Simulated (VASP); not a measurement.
**RbCl: relaxation of cell and atoms with PBEsol**

RbCl:

```
Rb Cl
1.0
     0.00000    3.27400    3.27400
     3.27400    0.00000    3.27400
     3.27400    3.27400    0.00000
Rb Cl
1 1
Direct
  0.00000 0.00000 0.00000
  0.50000 0.50000 0.50000
```

| Item | Value |
| --- | --- |
| Program | VASP 6.6.1 |
| Task | relaxation of cell and atoms |
| Functional | PBEsol |
| Potentials or basis | VASP PAW PBE potentials, release 64 (Rb_sv, Cl) |
| Cutoff | 500 eV |
| k mesh | 6 × 6 × 6 |
| Occupations | gaussian, width 0.01 eV |
| Spin | no spin polarisation |
| Target pressure | 1 GPa |
| Dipole correction | no |
| Further INCAR settings | ALGO = Normal; EDIFF = 1e-07; IBRION = 2; EDIFFG = -0.002; NSW = 100; ISIF = 3 |

- Relaxed volume: 33.26 Å³/atom
- Relaxed cell: a = 4.548 Å, b = 4.548 Å, c = 4.548 Å, α = 60.00°, β = 60.00°, γ = 60.00°
- Space group after relaxing (to 0.05 Å): Fm-3m (No. 225)
- Energy change on relaxing (the enthalpy is what falls): +5.3 meV/atom
- Ionic steps: 4
- Pressure after relaxing: 1.0 GPa
- Band gap on the k mesh: 5.05 eV, direct

The path:
```csv
step,energy change (eV),largest force (eV/Å),pressure (GPa),volume (Å³)
1,0.0000,0.0000,-0.02,70.19
2,0.0037,0.0000,0.57,67.94
3,0.0102,0.0000,0.98,66.59
4,0.0107,0.0000,1.01,66.52
```

Final structure:
```
Rb Cl
1.0
     0.00000    3.21591    3.21591
     3.21591    0.00000    3.21591
     3.21591    3.21591    0.00000
Rb Cl
1 1
Cartesian
  0.0000 3.2159 3.2159
  3.2159 3.2159 3.2159
```

Levels at points of the mesh, in eV from the valence-band top:
| k point | band 6 | band 7 | band 8 | band 9 | band 10 | band 11 |
| --- | --- | --- | --- | --- | --- | --- |
| (0.00, 0.00, 0.00) | 0.00 | 0.00 | 0.00 | 5.05 | 7.93 | 7.93 |
| (0.50, 0.00, 0.00) | -1.00 | -0.42 | -0.42 | 7.82 | 8.10 | 10.33 |
| (0.50, 0.50, 0.00) | -0.32 | -0.10 | -0.10 | 6.01 | 8.25 | 9.93 |

It took 30 s on 1 thread of Intel(R) Xeon(R) Platinum 8559C (Emerald Rapids) (shared host), peak memory 0.22 GiB.

Caveat: the cell is relaxed towards a set pressure, so the enthalpy falls and the energy may rise; the PAW data sets were made with another functional, which shifts forces and pressure a little. PBEsol gaps usually lie below the measured ones, often by a third to a half.
